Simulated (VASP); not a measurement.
# CsBr (Pm-3m) in VASP: notebook

Aim: see how the results for CsBr move with the level of theory and the settings. Levels: r2SCAN, PBE. Tasks: single point.

Program: VASP 6.6.1. These are calculated values, not measurements. Logs are shortened: lines on timing, memory, paths and dates and some standing lists are left out, and cuts for length are marked.

## (1) The cell of the first run

Symmetry: Pm-3m, No. 221, cubic system. The conventional cell has a = 4.320 Å, b = 4.320 Å, c = 4.320 Å, α = 90.00°, β = 90.00°, γ = 90.00°. Within 4.9 Å of Cs (site symmetry m-3m) lie 8 Br at 3.74 Å and 6 Cs at 4.32 Å. Br (site symmetry m-3m) has 8 Cs at 3.74 Å and 6 Br at 4.32 Å within 4.9 Å.

## (2) Single point, r2SCAN

POSCAR reads:

```
CsBr
1.0
    4.3199575724      0.0000000000      0.0000000000
    0.0000000000      4.3199575724      0.0000000000
    0.0000000000      0.0000000000      4.3199575724
Cs Br
1 1
Direct
    0.0000000000      0.0000000000      0.0000000000
    0.5000000000      0.5000000000      0.5000000000
```

INCAR.step1 reads:

```
SYSTEM = CsBr
  ALGO = Normal
  EDIFF = 1E-5
  ENCUT = 550
  GGA = PE
  GGA_COMPAT = .FALSE.
  ISMEAR = 0
  LASPH = .TRUE.
  LCHARG = .FALSE.
  LREAL = .FALSE.
  LWAVE = .TRUE.
  NBANDS = 15
  NELM = 120
  PREC = Accurate
  SIGMA = 0.01
```

INCAR.step2 reads:

```
SYSTEM = CsBr
  ALGO = Normal
  EDIFF = 1E-6
  ENCUT = 550
  GGA_COMPAT = .FALSE.
  ISIF = 2
  ISMEAR = 0
  ISTART = 1
  LASPH = .TRUE.
  LCHARG = .TRUE.
  LELF = .TRUE.
  LMIXTAU = .TRUE.
  LREAL = .FALSE.
  LVHAR = .TRUE.
  LWAVE = .FALSE.
  METAGGA = R2SCAN
  NBANDS = 15
  NELM = 120
  PREC = Accurate
  SIGMA = 0.01
```

KPOINTS reads:

```
k-points
0
G
  4 4 4
  0 0 0
```

Potentials or basis: VASP PAW PBE potentials, release 64 (Cs_sv, Br).

On the command line:

```
> cat potpaw_PBE.64/Cs_sv/POTCAR potpaw_PBE.64/Br/POTCAR > POTCAR
> cp INCAR.step1 INCAR
> mpirun -np 1 vasp_std > vasp.out
> cp INCAR.step2 INCAR
> mpirun -np 1 vasp_std > vasp.out
```

OUTCAR:

```text
SYSTEM = CsBr
   EDIFF = 1E-6
   ENCUT = 550
   ISIF = 2
   ISMEAR = 0
   ISTART = 1
   LASPH = .TRUE.
   LREAL = .FALSE.
   METAGGA = R2SCAN
   NELM = 120
   PREC = Accurate

 ion  position               nearest neighbor table
   1  0.000  0.000  0.000-
   2  0.500  0.500  0.500-

  LATTYP: Found a simple cubic cell.
 ALAT       =     4.3199575724

  Lattice vectors:

 A1 = (   4.3199575724,   0.0000000000,   0.0000000000)
 A2 = (   0.0000000000,   4.3199575724,   0.0000000000)
 A3 = (   0.0000000000,   0.0000000000,   4.3199575724)

Analysis of symmetry for initial positions (statically):
=====================================================================
 Subroutine PRICEL returns:
 Original cell was already a primitive cell.

 Routine SETGRP: Setting up the symmetry group for a
 simple cubic supercell.

 Subroutine GETGRP returns: Found 48 space group operations
 (whereof 48 operations were pure point group operations)
 out of a pool of 48 trial point group operations.

The static configuration has the point symmetry O_h .

Analysis of symmetry for dynamics (positions and initial velocities):
=====================================================================
 Subroutine PRICEL returns:
 Original cell was already a primitive cell.

 Routine SETGRP: Setting up the symmetry group for a
 simple cubic supercell.

 Subroutine GETGRP returns: Found 48 space group operations
 (whereof 48 operations were pure point group operations)
 out of a pool of 48 trial point group operations.

The dynamic configuration has the point symmetry O_h .

 Subroutine INISYM returns: Found 48 space group operations
 (whereof 48 operations are pure point group operations),
 and found     1 'primitive' translations

----------------------------------------------------------------------------------------

                                     Primitive cell

  volume of cell :      80.6192

  direct lattice vectors                    reciprocal lattice vectors
     4.319957572  0.000000000  0.000000000     0.231483755  0.000000000  0.000000000
     0.000000000  4.319957572  0.000000000     0.000000000  0.231483755  0.000000000
     0.000000000  0.000000000  4.319957572     0.000000000  0.000000000  0.231483755

  length of vectors
     4.319957572  4.319957572  4.319957572     0.231483755  0.231483755  0.231483755

  position of ions in fractional coordinates (direct lattice)
     0.000000000  0.000000000  0.000000000
     0.500000000  0.500000000  0.500000000

  ion indices of the primitive-cell ions
   primitive index   ion index
                 1           1
                 2           2

----------------------------------------------------------------------------------------

 KPOINTS: k-points

Automatic generation of k-mesh.
 Grid dimensions read from file:
 generate k-points for:    4    4    4

 Generating k-lattice:

  Cartesian coordinates                     Fractional coordinates (reciprocal lattice)
     0.057870939  0.000000000  0.000000000     0.250000000  0.000000000  0.000000000
     0.000000000  0.057870939  0.000000000     0.000000000  0.250000000  0.000000000
     0.000000000  0.000000000  0.057870939     0.000000000  0.000000000  0.250000000

  Length of vectors
     0.057870939  0.057870939  0.057870939

  Shift w.r.t. Gamma in fractional coordinates (k-lattice)
     0.000000000  0.000000000  0.000000000

 Subroutine IBZKPT returns following result:
 ===========================================

 Found     10 irreducible k-points:

 Following reciprocal coordinates:
            Coordinates               Weight
  0.000000  0.000000  0.000000      1.000000
  0.250000  0.000000  0.000000      6.000000
  0.500000  0.000000  0.000000      3.000000
  0.250000  0.250000  0.000000     12.000000
  0.500000  0.250000  0.000000     12.000000
  0.500000  0.500000  0.000000      3.000000
  0.250000  0.250000  0.250000      8.000000
  0.500000  0.250000  0.250000     12.000000
  0.500000  0.500000  0.250000      6.000000
  0.500000  0.500000  0.500000      1.000000
   k-points           NKPTS =     10   k-points in BZ     NKDIM =     10   number of bands    NBANDS=     15
   number of dos      NEDOS =    301   number of ions     NIONS =      2
   total plane-waves  NPLWV =  46656
   dimension x,y,z NGX =    36 NGY =   36 NGZ =   36
   dimension x,y,z NGXF=    72 NGYF=   72 NGZF=   72
   ions per type =               1   1
   NGX,Y,Z   is equivalent  to a cutoff of  13.85, 13.85, 13.85 a.u.
   NGXF,Y,Z  is equivalent  to a cutoff of  27.71, 27.71, 27.71 a.u.
 SYSTEM =  CsBr
   PREC   = accura    normal or accurate (medium, high low for compatibility)
   ISTART =      1    job   : 0-new  1-cont  2-samecut
   ICHARG =      0    charge: 1-file 2-atom 10-const
   ISPIN  =      1    spin polarized calculation?
   LNONCOLLINEAR =      F non collinear calculations
   LSORBIT =      F    spin-orbit coupling
   LASPH  =      T    aspherical Exc in radial PAW
   ENCUT  =  550.0 eV  40.42 Ry    6.36 a.u.   8.26  8.26  8.26*2*pi/ulx,y,z
   NELM   =    120;   NELMIN=  2; NELMDL=  0     # of ELM steps
   EDIFF  = 0.1E-05   stopping-criterion for ELM
   LREAL  =      F    real-space projection
   EDIFFG = 0.1E-04   stopping-criterion for IOM
   NSW    =      0    number of steps for IOM
   IBRION =     -1    ionic relax: 0-MD 1-quasi-New 2-CG
   NFREE  =      0    steps in history (QN), initial steepest desc. (CG)
   ISIF   =      2    stress and relaxation
   ISYM   =      2    0-nonsym 1-usesym 2-fastsym
   POTIM  = 0.5000    time-step for ionic-motion
   TEBEG  =    0.0;   TEEND  =   0.0 temperature during run
   PSTRESS=    0.0 pullay stress
   NELECT =      16.0000    total number of electrons
   NUPDOWN=      -1.0000    fix difference up-down
   EMIN   =  10.00;   EMAX   =-10.00  energy-range for DOS
   EFERMI =   0.00;   METHOD = LEGACY
   ISMEAR =     0;   SIGMA  =   0.01  broadening in eV -4-tet -1-fermi 0-gaus
   EFERMI_NEDOS =   21; number of points for ismear=-14 and -15
   IALGO  =     38    algorithm
   IMIX   =      4    mixing-type and parameters
     AMIX     =   0.40;   BMIX     =  1.00
     AMIX_MAG =   1.60;   BMIX_MAG =  1.00
  volume/ion in A,a.u.               =      40.31       272.02
  Fermi-wavevector in a.u.,A,eV,Ry     =   0.954924  1.804544 12.406871  0.911879
  Thomas-Fermi vector in A             =   2.083715
   LORBIT       =      0    0 simple, 1 ext, 2 COOP (PROOUT), +10 PAW based schemes
   METAGGA = R2SCAN    functional components
   LHFCALC =     F    Hartree Fock is set to
   AEXX    =    0.0000 exact exchange contribution
   IVDW    =     0    specifies the selected vdW correction
   LEPSILON=     F    determine dielectric tensor
   LRPA    =     F    only Hartree local field effects (RPA)
 non-spin polarized calculation
 Gauss-broadening in eV      SIGMA  =   0.01
  energy-cutoff  :      550.00
  volume of cell :       80.62
 maximum number of plane-waves:      2383
 NGX is ok and might be reduce to    36
   NGX = 17   NGY = 17   NGZ = 17

 number of electron      16.0000003 magnetization

 Free energy of the ion-electron system (eV)
  ---------------------------------------------------
  ext. energy  EPLUGINS =         0.00000000
  ---------------------------------------------------
  free energy    TOTEN  =       -42.32456598 eV

  energy without entropy =      -42.32456598  energy(sigma->0) =      -42.32456598

 E-fermi :  -0.7035     XC(G=0):  -8.3509

 val. band max:       -0.7744096155   @ k =   0.5000   0.5000   0.0000
 cond. band min:       4.4092509839   @ k =   0.0000   0.0000   0.0000
 fundamental gap:      5.1836605994
 Fermi energy:        -0.7034562043

 k-point     1 :       0.0000    0.0000    0.0000
  band No.  band energies     occupation
      1     -21.1160      2.00000
      2     -13.5454      2.00000
      3      -7.3429      2.00000
      4      -7.3429      2.00000
      5      -7.3429      2.00000
      6      -0.7794      2.00000
      7      -0.7794      2.00000
      8      -0.7794      2.00000
      9       4.4093      0.00000
     10       4.6477      0.00000
     11       4.6477      0.00000
     12       8.9732      0.00000
     13       8.9732      0.00000
     14       8.9732      0.00000
     15      11.8934      0.00000

 k-point     2 :       0.2500    0.0000    0.0000
  band No.  band energies     occupation
      1     -21.0904      2.00000
      2     -13.5517      2.00000
      3      -7.5343      2.00000
      4      -7.2943      2.00000
      5      -7.2943      2.00000
      6      -1.4817      2.00000
      7      -0.8723      2.00000
      8      -0.8723      2.00000
      9       5.0362      0.00000
     10       5.6729      0.00000
     11       5.9061      0.00000
     12       8.7306      0.00000
     13       8.7306      0.00000
     14       9.2745      0.00000
     15       9.6809      0.00000

 k-point     3 :       0.5000    0.0000    0.0000
  band No.  band energies     occupation
      1     -21.0645      2.00000
      2     -13.5600      2.00000
      3      -7.7037      2.00000
      4      -7.2443      2.00000
      5      -7.2443      2.00000
      6      -2.0319      2.00000
      7      -0.9693      2.00000
      8      -0.9693      2.00000
      9       5.6534      0.00000
     10       7.0740      0.00000
     11       7.5911      0.00000
     12       8.1628      0.00000
     13       8.7112      0.00000
     14       8.7112      0.00000
     15       9.6848      0.00000

 k-point     4 :       0.2500    0.2500    0.0000
  band No.  band energies     occupation
      1     -21.0666      2.00000
      2     -13.5273      2.00000
      3      -7.6320      2.00000
      4      -7.4873      2.00000
      5      -7.2548      2.00000
      6      -1.5118      2.00000
      7      -1.1161      2.00000
      8      -0.8717      2.00000
      9       5.5207      0.00000
     10       5.9703      0.00000
     11       6.7164      0.00000
     12       7.8257      0.00000
     13       8.4748      0.00000
     14       8.9756      0.00000
     15      10.2586      0.00000

 k-point     5 :       0.5000    0.2500    0.0000
  band No.  band energies     occupation
      1     -21.0426      2.00000
      2     -13.5037      2.00000
      3      -7.7984      2.00000
      4      -7.5915      2.00000
      5      -7.2144      2.00000
      6      -1.6803      2.00000
      7      -1.1829      2.00000
      8      -0.8749      2.00000
      9       5.6078      0.00000
     10       6.1310      0.00000
     11       7.7184      0.00000
     12       7.7625      0.00000
     13       7.8877      0.00000
     14       9.3998      0.00000
     15      10.5658      0.00000

 k-point     6 :       0.5000    0.5000    0.0000
  band No.  band energies     occupation
      1     -21.0205      2.00000
      2     -13.4452      2.00000
      3      -7.8986      2.00000
      4      -7.8986      2.00000
      5      -7.1841      2.00000
      6      -1.3507      2.00000
      7      -1.3507      2.00000
      8      -0.7744      2.00000
      9       5.0599      0.00000
     10       5.3333      0.00000
     11       7.0717      0.00000
     12       7.0717      0.00000
     13      10.8697      0.00000
     14      11.0252      0.00000
     15      11.0252      0.00000

 k-point     7 :       0.2500    0.2500    0.2500
  band No.  band energies     occupation
      1     -21.0441      2.00000
      2     -13.4919      2.00000
      3      -7.5652      2.00000
      4      -7.5652      2.00000
      5      -7.5027      2.00000
      6      -1.2939      2.00000
      7      -1.2931      2.00000
      8      -1.2931      2.00000
      9       6.7780      0.00000
     10       6.7822      0.00000
     11       6.7822      0.00000
     12       7.4494      0.00000
     13       7.7587      0.00000
     14       7.7587      0.00000
     15      12.0976      0.00000

 k-point     8 :       0.5000    0.2500    0.2500
  band No.  band energies     occupation
      1     -21.0213      2.00000
      2     -13.4563      2.00000
      3      -7.8044      2.00000
      4      -7.5646      2.00000
      5      -7.4954      2.00000
      6      -1.6334      2.00000
      7      -1.4732      2.00000
      8      -1.0957      2.00000
      9       6.3976      0.00000
     10       6.6499      0.00000
     11       6.8646      0.00000
     12       7.8478      0.00000
     13       8.4599      0.00000
     14       9.4397      0.00000
     15      11.3814      0.00000

 k-point     9 :       0.5000    0.5000    0.2500
  band No.  band energies     occupation
      1     -20.9999      2.00000
      2     -13.4076      2.00000
      3      -7.8155      2.00000
      4      -7.8155      2.00000
      5      -7.4669      2.00000
      6      -1.6283      2.00000
      7      -1.6283      2.00000
      8      -1.4012      2.00000
      9       6.5068      0.00000
     10       6.6780      0.00000
     11       7.3937      0.00000
     12       7.3937      0.00000
     13      10.1810      0.00000
     14      10.1810      0.00000
     15      10.9616      0.00000

 k-point    10 :       0.5000    0.5000    0.5000
  band No.  band energies     occupation
      1     -20.9790      2.00000
      2     -13.3691      2.00000
      3      -7.7274      2.00000
      4      -7.7274      2.00000
      5      -7.7274      2.00000
      6      -1.9003      2.00000
      7      -1.9003      2.00000
      8      -1.9003      2.00000
      9       8.1160      0.00000
     10       8.1160      0.00000
     11       8.1160      0.00000
     12       9.0014      0.00000
     13       9.0014      0.00000
     14       9.0014      0.00000
     15      11.0590      0.00000

------------------------ aborting loop because EDIFF is reached ----------------------------------------

  FORCE on cell =-STRESS in cart. coord.  units (eV):
  Direction    XX          YY          ZZ          XY          YZ          ZX
  --------------------------------------------------------------------------------------
  -------------------------------------------------------------------------------------
  Total        0.0472085      0.0472085      0.0472085      0.0000000      0.0000000     -0.0000000
  in kB        0.9381940      0.9381940      0.9381940      0.0000000      0.0000000     -0.0000000
  external PRESSURE =       0.9381940 kB  Pullay stress =       0.0000000 kB

 VOLUME and BASIS-vectors are now :
 -----------------------------------------------------------------------------
  energy-cutoff  :      550.00
  volume of cell :       80.62
      direct lattice vectors                 reciprocal lattice vectors
     4.319957572  0.000000000  0.000000000     0.231483755  0.000000000  0.000000000
     0.000000000  4.319957572  0.000000000     0.000000000  0.231483755  0.000000000
     0.000000000  0.000000000  4.319957572     0.000000000  0.000000000  0.231483755

 POSITION                                       TOTAL-FORCE (eV/Angst)
 -----------------------------------------------------------------------------------
      0.00000      0.00000      0.00000         0.000000      0.000000      0.000000
      2.15998      2.15998      2.15998         0.000000      0.000000      0.000000
 -----------------------------------------------------------------------------------
    total drift:                                0.000000      0.000000      0.000000

  FREE ENERGIE OF THE ION-ELECTRON SYSTEM (eV)
  ---------------------------------------------------
  free  energy   TOTEN  =       -42.3245659756 eV

  energy  without entropy=      -42.3245659756  energy(sigma->0) =      -42.32456598
```

Run time: 25 s. Hardware: 1 thread of Intel Xeon 6975P-C (Granite Rapids), shared host; peak memory 0.22 GiB.

What came out:

```yaml
Free_energy: -42.3246 eV
Pressure: 0.1 GPa
Band_gap_on_the_k_mesh: 5.18 eV, indirect (the least direct gap lies 5.0 meV higher)
```

Levels at points of the mesh, in eV from the valence-band top:
```
           k point  band 5  band 6  band 7  band 8  band 9  band 10  band 11  band 12
(0.00, 0.00, 0.00)   -6.57   -0.01   -0.01   -0.01    5.18     5.42     5.42     9.75
(0.50, 0.00, 0.00)   -6.47   -1.26   -0.19   -0.19    6.43     7.85     8.37     8.94
(0.50, 0.50, 0.00)   -6.41   -0.58   -0.58    0.00    5.83     6.11     7.85     7.85
(0.50, 0.50, 0.50)   -6.95   -1.13   -1.13   -1.13    8.89     8.89     8.89     9.78
```

Caveat: the PAW data sets were made with another functional, which shifts forces and pressure a little; spin-orbit coupling is left out, which moves the levels of the heavy elements. r2SCAN opens gaps a little over a GGA but as a rule still falls short of measured ones.

## (3) Single point, PBE

INCAR reads:

```
PREC = Accurate
ENCUT = 500
EDIFF = 1E-6
ISMEAR = 0
SIGMA = 0.01
LREAL = F
LASPH = T
NELM = 120
ALGO = Normal
ISIF = 2
LWAVE = F
LCHARG = F
GGA = PE
NBANDS = 15
GGA_COMPAT = F
```

KPOINTS reads:

```
regular mesh
0
Gamma
  6 6 6
```

POSCAR is that of step 2.

Potentials or basis: VASP PAW PBE potentials, release 64 (Cs_sv, Br).

On the command line:

```
> cat potpaw_PBE.64/Cs_sv/POTCAR potpaw_PBE.64/Br/POTCAR > POTCAR
> mpirun -np 1 vasp_std > vasp.out
```

Wall time 6.7 s (1 thread of Intel Xeon 6975P-C (Granite Rapids), shared host); peak memory 0.18 GiB.

Results (log left out):

```yaml
Free_energy: -6.0153 eV
Pressure: 0.7 GPa
Band_gap_on_the_k_mesh: 4.42 eV, indirect (least direct gap 4.43 eV)
```

Levels at points of the mesh, in eV from the valence-band top:
```tsv
k point	band 6	band 7	band 8	band 9	band 10	band 11
(0.00, 0.00, 0.00)	-0.01	-0.01	-0.01	4.42	4.93	4.93
(0.50, 0.00, 0.00)	-1.28	-0.20	-0.20	5.92	7.19	7.63
(0.50, 0.50, 0.00)	-0.57	-0.57	0.00	5.25	5.48	7.21
(0.50, 0.50, 0.50)	-1.13	-1.13	-1.13	8.21	8.21	8.21
```

Caveat: spin-orbit coupling is left out, which moves the levels of the heavy elements.
